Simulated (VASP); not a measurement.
A run of VASP 6.6.1:

Contents of INCAR:

```
ALGO = Normal
EDIFF = 1E-7
ENCUT = 520
GGA = PE
ISIF = 2
ISMEAR = 0
LASPH = T
LCHARG = F
LREAL = F
LWAVE = F
NBANDS = 28
NELM = 80
PREC = Accurate
SIGMA = 0.01
```

File KPOINTS:

```
k-points
0
Gamma
  6 6 4
```

The input POSCAR:

```
SnO
1.0
    3.8852427300      0.0000000000      0.0000000000
    0.0000000000      3.8852427300      0.0000000000
    0.0000000000      0.0000000000      4.9512143967
Sn O
2 2
Direct
    0.5000000000      0.0000000000      0.2369000000
    0.0000000000      0.5000000000      0.7631000000
    0.0000000000      0.0000000000      0.0000000000
    0.5000000000      0.5000000000      0.0000000000
```

Potentials or basis: VASP PAW PBE potentials, release 64 (Sn_d, O).

Command:

```console
$ cat potpaw_PBE.64/Sn_d/POTCAR potpaw_PBE.64/O/POTCAR > POTCAR
$ mpirun -np 1 vasp_std > vasp.out
```

Hardware: 1 thread of Intel Xeon 8259CL (shared host).

Task: How long does it take, and how much memory?

Result: It took 95 s on 1 thread of Intel Xeon 8259CL, on a shared host, peak memory 0.21 GiB. Counts: scf iterations 15, k points 30.
